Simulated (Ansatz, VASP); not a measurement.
One calculation of Ta, two programs

INCAR

```
SYSTEM = Ta
ALGO = Normal
EDIFF = 1E-7
ENCUT = 520
GGA = PE
ISIF = 2
ISMEAR = 0
LASPH = .TRUE.
LCHARG = .FALSE.
LREAL = .FALSE.
LWAVE = .FALSE.
NBANDS = 12
NELM = 100
PREC = Accurate
SIGMA = 0.01
```

File KPOINTS:

```
k-points
0
G
  13 13 13
  0 0 0
```

The input POSCAR:

```
Ta
1.0
   -1.6607181506      1.6607181506      1.6607181506
    1.6607181506     -1.6607181506      1.6607181506
    1.6607181506      1.6607181506     -1.6607181506
Ta
1
Direct
    0.0000000000      0.0000000000      0.0000000000
```

Input for Ansatz:

```yaml
crystal:
  lattice:
    - [-1.6607181506, 1.6607181506, 1.6607181506]
    - [1.6607181506, -1.6607181506, 1.6607181506]
    - [1.6607181506, 1.6607181506, -1.6607181506]
  atoms:
    - { symbol: Ta, position: [0.0, 0.0, 0.0] }
hamiltonian:
  xc: pbe
  pseudopotentials:
    kind: paw
    azcp:
      Ta: "pseudopotentials/Ta.paw.azcp"
basis:
  ecutwfc: 420
  fft_grid_basis: typed
kpoints:
  mp_grid: { grid: [13, 13, 13], shift: [0, 0, 0] }
magnetization:
  spin_polarized: false
scf:
  occupations: { method: gaussian, width: 0.01 }
  lower_state_search: "off"
output:
  stress: true
```

Alike in both runs: task single point; functional PBE; k mesh 13 × 13 × 13; occupations gaussian, width 0.01 eV; no spin polarisation.

```csv
,VASP,Ansatz
version,VASP 6.6.1,Ansatz 0.2.0
potentials or method,"VASP PAW PBE potentials, release 64 (Ta_pv), cutoff 520 eV","plane waves (420 eV) with PAW, scalar-relativistic"
valence electrons in the cell,11,13
```

|  | VASP | Ansatz | Ansatz less VASP |
| --- | --- | --- | --- |
| pressure (GPa) | 0.5 | 0.3 | -0.10 |

VASP's potentials hold 11 valence electrons a cell and Ansatz's 13, so a difference there can come from the potentials and not from the codes.

Spin-orbit coupling is off throughout.
